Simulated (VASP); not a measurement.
# Pt (Fm-3m) in VASP: single point with PBE

Aim: the single point of Pt with PBE.

Program: VASP 6.6.1. These are calculated values, not measurements. Logs are shortened: lines on timing, memory, paths and dates and some standing lists are left out, and cuts for length are marked.

## Step 1: The cell of the first run

The structure is cubic, space group Fm-3m (No. 225). Conventional cell: a = 3.970 Å, b = 3.970 Å, c = 3.970 Å, α = 90.00°, β = 90.00°, γ = 90.00°. Pt (site symmetry m-3m) has 12 Pt at 2.81 Å within 3.7 Å.

## Step 2: Single point, PBE

The input, INCAR:

```
PREC     = Accurate       # precision mode
ENCUT    = 520            # plane-wave cutoff, eV
EDIFF    = 1E-6           # SCF threshold, eV
ISMEAR   = 0              # smearing method
SIGMA    = 0.15           # smearing width, eV
LREAL    = F              # projectors in reciprocal space
LASPH    = T              # aspherical terms in the spheres
NELM     = 60             # most SCF steps
ALGO     = Fast           # electronic algorithm
ISIF     = 2              # what is computed and relaxed
LWAVE    = F              # write WAVECAR
LCHARG   = F              # write CHGCAR
GGA      = PE             # functional
NBANDS   = 17             # bands
```

The input, KPOINTS:

```
Automatic mesh
0
Gamma
  16 16 12
```

The input, POSCAR:

```
Pt
1.0
    0.0000000000     -1.9849647118     -1.9849647118
    0.0000000000      1.9849647118     -1.9849647118
    3.9699294236      0.0000000000      0.0000000000
Pt
2
Direct
    0.5000000000      0.5000000000      0.5000000000
    0.0000000000      0.0000000000      0.0000000000
```

Potentials or basis: VASP PAW PBE potentials, release 64 (Pt).

Launch:

```console
> cat potpaw_PBE.64/Pt/POTCAR > POTCAR
> mpirun -np 1 vasp_std > vasp.out
```

OUTCAR:

```text
PREC = Accurate
   ENCUT = 520
   EDIFF = 1E-6
   ISMEAR = 0
   LREAL = F
   LASPH = T
   NELM = 60
   ISIF = 2
   GGA = PE

 ion  position               nearest neighbor table
   1  0.500  0.500  0.500-   2 2.81   2 2.81   2 2.81   2 2.81   2 2.81   2 2.81   2 2.81   2 2.81

   2  0.000  0.000  0.000-   1 2.81   1 2.81   1 2.81   1 2.81   1 2.81   1 2.81   1 2.81   1 2.81

  LATTYP: Found a simple tetragonal cell.
 ALAT       =     2.8071640163
 C/A-ratio  =     1.4142135624

  Lattice vectors:

 A1 = (   0.0000000000,  -1.9849647118,  -1.9849647118)
 A2 = (   0.0000000000,   1.9849647118,  -1.9849647118)
 A3 = (   3.9699294236,   0.0000000000,   0.0000000000)

Analysis of symmetry for initial positions (statically):
=====================================================================
 Subroutine PRICEL returns following result:

  LATTYP: Found a face centered cubic cell.
 ALAT       =     3.9699294236

  Lattice vectors:

 A1 = (  -1.9849647118,   0.0000000000,   1.9849647118)
 A2 = (  -1.9849647118,  -1.9849647118,   0.0000000000)
 A3 = (   0.0000000000,  -1.9849647118,   1.9849647118)

   2 primitive cells build up your supercell.

 Routine SETGRP: Setting up the symmetry group for a
 simple tetragonal supercell.

 Subroutine GETGRP returns: Found 16 space group operations
 (whereof 16 operations were pure point group operations)
 out of a pool of 16 trial point group operations.

The static configuration has the point symmetry D_4h.

Analysis of symmetry for dynamics (positions and initial velocities):
=====================================================================
 Subroutine PRICEL returns following result:

  LATTYP: Found a face centered cubic cell.
 ALAT       =     3.9699294236

  Lattice vectors:

 A1 = (  -1.9849647118,   0.0000000000,   1.9849647118)
 A2 = (  -1.9849647118,  -1.9849647118,   0.0000000000)
 A3 = (   0.0000000000,  -1.9849647118,   1.9849647118)

   2 primitive cells build up your supercell.

 Routine SETGRP: Setting up the symmetry group for a
 simple tetragonal supercell.

 Subroutine GETGRP returns: Found 16 space group operations
 (whereof 16 operations were pure point group operations)
 out of a pool of 16 trial point group operations.

The dynamic configuration has the point symmetry D_4h.

 Subroutine INISYM returns: Found 16 space group operations
 (whereof 16 operations are pure point group operations),
 and found     2 'primitive' translations

----------------------------------------------------------------------------------------

                                     Primitive cell

  volume of cell :      15.6419

  direct lattice vectors                    reciprocal lattice vectors
    -1.984964712  0.000000000  1.984964712    -0.251893647  0.251893647  0.251893647
    -1.984964712 -1.984964712  0.000000000    -0.251893647 -0.251893647 -0.251893647
     0.000000000 -1.984964712  1.984964712     0.251893647 -0.251893647  0.251893647

  length of vectors
     2.807164016  2.807164016  2.807164016     0.436292594  0.436292594  0.436292594

  position of ions in fractional coordinates (direct lattice)
     0.000000000  0.000000000  0.000000000

  ion indices of the primitive-cell ions
   primitive index   ion index
                 1           1

----------------------------------------------------------------------------------------

 KPOINTS: Automatic mesh

Automatic generation of k-mesh.
 Grid dimensions read from file:
 generate k-points for:   16   16   12

 Generating k-lattice:

  Cartesian coordinates                     Fractional coordinates (reciprocal lattice)
     0.000000000 -0.015743353 -0.015743353     0.062500000  0.000000000  0.000000000
     0.000000000  0.015743353 -0.015743353     0.000000000  0.062500000  0.000000000
     0.020991137  0.000000000  0.000000000     0.000000000  0.000000000  0.083333333

  Length of vectors
     0.022264463  0.022264463  0.020991137

  Shift w.r.t. Gamma in fractional coordinates (k-lattice)
     0.000000000  0.000000000  0.000000000

 Subroutine IBZKPT returns following result:
 ===========================================

 Found    315 irreducible k-points:

 Following reciprocal coordinates:
            Coordinates               Weight
  0.000000  0.000000  0.000000      1.000000
  0.062500  0.000000  0.000000      4.000000
  0.125000  0.000000  0.000000      4.000000
  0.187500  0.000000  0.000000      4.000000
  0.250000  0.000000  0.000000      4.000000
  0.312500  0.000000  0.000000      4.000000
[... 16 lines left out ...]
  0.437500  0.125000  0.000000      8.000000
  0.500000  0.125000  0.000000      4.000000
 [... further k-points ...]
   k-points           NKPTS =    315   k-points in BZ     NKDIM =    315   number of bands    NBANDS=     17
   number of dos      NEDOS =    301   number of ions     NIONS =      2
   total plane-waves  NPLWV =  17280
   dimension x,y,z NGX =    24 NGY =   24 NGZ =   30
   dimension x,y,z NGXF=    48 NGYF=   48 NGZF=   60
   ions per type =               2
   NGX,Y,Z   is equivalent  to a cutoff of  14.21, 14.21, 12.56 a.u.
   NGXF,Y,Z  is equivalent  to a cutoff of  28.43, 28.43, 25.13 a.u.
 SYSTEM =  unknown system
   PREC   = accura    normal or accurate (medium, high low for compatibility)
   ISTART =      0    job   : 0-new  1-cont  2-samecut
   ICHARG =      2    charge: 1-file 2-atom 10-const
   ISPIN  =      1    spin polarized calculation?
   LNONCOLLINEAR =      F non collinear calculations
   LSORBIT =      F    spin-orbit coupling
   LASPH  =      T    aspherical Exc in radial PAW
   ENCUT  =  520.0 eV  38.22 Ry    6.18 a.u.   5.22  5.22  7.38*2*pi/ulx,y,z
   NELM   =     60;   NELMIN=  2; NELMDL= -5     # of ELM steps
   EDIFF  = 0.1E-05   stopping-criterion for ELM
   LREAL  =      F    real-space projection
   EDIFFG = 0.1E-04   stopping-criterion for IOM
   NSW    =      0    number of steps for IOM
   IBRION =     -1    ionic relax: 0-MD 1-quasi-New 2-CG
   NFREE  =      0    steps in history (QN), initial steepest desc. (CG)
   ISIF   =      2    stress and relaxation
   ISYM   =      2    0-nonsym 1-usesym 2-fastsym
   POTIM  = 0.5000    time-step for ionic-motion
   TEBEG  =    0.0;   TEEND  =   0.0 temperature during run
   PSTRESS=    0.0 pullay stress
   NELECT =      20.0000    total number of electrons
   NUPDOWN=      -1.0000    fix difference up-down
   EMIN   =  10.00;   EMAX   =-10.00  energy-range for DOS
   EFERMI =   0.00;   METHOD = LEGACY
   ISMEAR =     0;   SIGMA  =   0.15  broadening in eV -4-tet -1-fermi 0-gaus
   EFERMI_NEDOS =   21; number of points for ismear=-14 and -15
   IALGO  =     68    algorithm
   IMIX   =      4    mixing-type and parameters
     AMIX     =   0.40;   BMIX     =  1.00
     AMIX_MAG =   1.60;   BMIX_MAG =  1.00
  volume/ion in A,a.u.               =      15.64       105.56
  Fermi-wavevector in a.u.,A,eV,Ry     =   1.410302  2.665084 27.061321  1.988951
  Thomas-Fermi vector in A             =   2.532269
   LORBIT       =      0    0 simple, 1 ext, 2 COOP (PROOUT), +10 PAW based schemes
   GGA     = PE    functional components
   LHFCALC =     F    Hartree Fock is set to
   AEXX    =    0.0000 exact exchange contribution
   IVDW    =     0    specifies the selected vdW correction
   LEPSILON=     F    determine dielectric tensor
   LRPA    =     F    only Hartree local field effects (RPA)
 non-spin polarized calculation
 RMM-DIIS sequential band-by-band and
 Gauss-broadening in eV      SIGMA  =   0.15
  energy-cutoff  :      520.00
  volume of cell :       31.28
 maximum number of plane-waves:       888
 NGX is ok and might be reduce to    24
   NGX = 11   NGY = 11   NGZ = 15

 number of electron      20.0000002 magnetization

 Free energy of the ion-electron system (eV)
  ---------------------------------------------------
  ext. energy  EPLUGINS =         0.00000000
  ---------------------------------------------------
  free energy    TOTEN  =       -12.21796601 eV

  energy without entropy =      -12.17145369  energy(sigma->0) =      -12.19470985

 E-fermi :  10.5685     XC(G=0): -13.2722

 val. band max:       10.5606403950   @ k =   0.3125   0.2500   0.1667
 cond. band min:      10.5686120931   @ k =   0.4375   0.3750   0.2500
 fundamental gap:      0.0079716981
 Fermi energy:        10.5685269055

 k-point     1 :       0.0000    0.0000    0.0000
  band No.  band energies     occupation
      1       0.7647      2.00000
      2       3.8938      2.00000
      3       4.3309      2.00000
      4       7.0047      2.00000
      5       7.0047      2.00000
      6       7.0073      2.00000
[... 9 lines left out ...]
     16      25.3113      0.00000
     17      30.0869      0.00000

 k-point     2 :       0.0625    0.0000    0.0000
  band No.  band energies     occupation
      1       0.8662      2.00000
      2       3.9661      2.00000
      3       4.3947      2.00000
      4       6.9548      2.00000
      5       7.0404      2.00000
      6       7.0574      2.00000
[... 9 lines left out ...]
     16      25.4662      0.00000
     17      29.5655      0.00000

 k-point     3 :       0.1250    0.0000    0.0000
  band No.  band energies     occupation
      1       1.1646      2.00000
      2       4.1536      2.00000
      3       4.6008      2.00000
      4       6.8175      2.00000
      5       7.1465      2.00000
      6       7.1907      2.00000
[... 9 lines left out ...]
     16      25.9005      0.00000
     17      28.4784      0.00000

 k-point     4 :       0.1875    0.0000    0.0000
  band No.  band energies     occupation
      1       1.6410      2.00000
      2       4.3966      2.00000
      3       4.9612      2.00000
      4       6.6251      2.00000
      5       7.3201      2.00000
      6       7.3471      2.00000
[... 9 lines left out ...]
     16      26.5115      0.00000
     17      27.2802      0.00000
[... 343 lines left out ...]
      1       3.9987      2.00000
      2       5.6130      2.00000
      3       5.7622      2.00000
      4       5.9044      2.00000
      5       6.3160      2.00000
      6       6.9987      2.00000
[... 9 lines left out ...]
     16      25.3282      0.00000
     17      25.9521      0.00000

 k-point    23 :       0.4375    0.1250    0.0000
  band No.  band energies     occupation
      1       4.6664      2.00000
      2       5.6742      2.00000
      3       5.7311      2.00000
      4       5.9594      2.00000
      5       6.0009      2.00000
      6       6.6596      2.00000
[... 9 lines left out ...]
     16      24.5723      0.00000
     17      26.1407      0.00000

 k-point    24 :       0.5000    0.1250    0.0000
  band No.  band energies     occupation
      1       5.2410      2.00000
      2       5.2410      2.00000
      3       5.8073      2.00000
      4       5.8073      2.00000
      5       6.3111      2.00000
      6       6.3111      2.00000
[... 9 lines left out ...]
     16      23.1223      0.00000
     17      26.8065      0.00000

 [... further k-points ...]

------------------------ aborting loop because EDIFF is reached ----------------------------------------

  FORCE on cell =-STRESS in cart. coord.  units (eV):
  Direction    XX          YY          ZZ          XY          YZ          ZX
  --------------------------------------------------------------------------------------
  -------------------------------------------------------------------------------------
  Total       -0.0972636     -0.0564247     -0.0564247      0.0000000      0.0000000     -0.0000000
  in kB       -4.9812974     -2.8897604     -2.8897604      0.0000000      0.0000000     -0.0000000
  external PRESSURE =      -3.5869394 kB  Pullay stress =       0.0000000 kB

 VOLUME and BASIS-vectors are now :
 -----------------------------------------------------------------------------
  energy-cutoff  :      520.00
  volume of cell :       31.28
      direct lattice vectors                 reciprocal lattice vectors
     0.000000000 -1.984964712 -1.984964712     0.000000000 -0.251893647 -0.251893647
     0.000000000  1.984964712 -1.984964712     0.000000000  0.251893647 -0.251893647
     3.969929424  0.000000000  0.000000000     0.251893647  0.000000000  0.000000000

 POSITION                                       TOTAL-FORCE (eV/Angst)
 -----------------------------------------------------------------------------------
      1.98496      0.00000     -1.98496        -0.000000     -0.000000      0.000000
      0.00000      0.00000      0.00000         0.000000      0.000000     -0.000000
 -----------------------------------------------------------------------------------
    total drift:                               -0.000000      0.000000     -0.000000

  FREE ENERGIE OF THE ION-ELECTRON SYSTEM (eV)
  ---------------------------------------------------
  free  energy   TOTEN  =       -12.2179660126 eV

  energy  without entropy=      -12.1714536942  energy(sigma->0) =      -12.19470985
```

Run time: 2.4 min. Hardware: 1 thread of Intel Xeon 8259CL, shared host; peak memory 0.26 GiB.

Results:

```
Free energy            : -12.2180 eV
Pressure               : -0.4 GPa
Band gap on the k mesh : zero (bands 10 and 11 overlap by 1.47 eV)
```

Levels at points of the mesh, in eV from the Fermi level:
| k point | band 8 | band 9 | band 10 | band 11 | band 12 | band 13 |
| --- | --- | --- | --- | --- | --- | --- |
| (0.00, 0.00, 0.00) | -1.53 | 0.00 | 0.46 | 0.46 | 1.86 | 8.50 |
| (0.50, 0.00, 0.00) | -2.40 | -1.62 | -1.62 | 1.79 | 1.79 | 10.51 |
| (0.50, 0.50, 0.00) | 0.46 | 0.46 | 0.46 | 1.86 | 1.86 | 8.50 |
| (0.00, 0.00, 0.50) | -2.00 | -2.00 | -2.00 | -0.81 | -0.81 | 16.83 |
| (0.50, 0.00, 0.50) | -0.32 | 0.04 | 0.04 | 0.04 | 0.04 | 5.57 |
| (0.50, 0.50, 0.50) | -1.87 | 0.47 | 0.47 | 6.88 | 6.88 | 8.11 |

Caveat: spin-orbit coupling is left out, which moves the levels of the heavy elements.
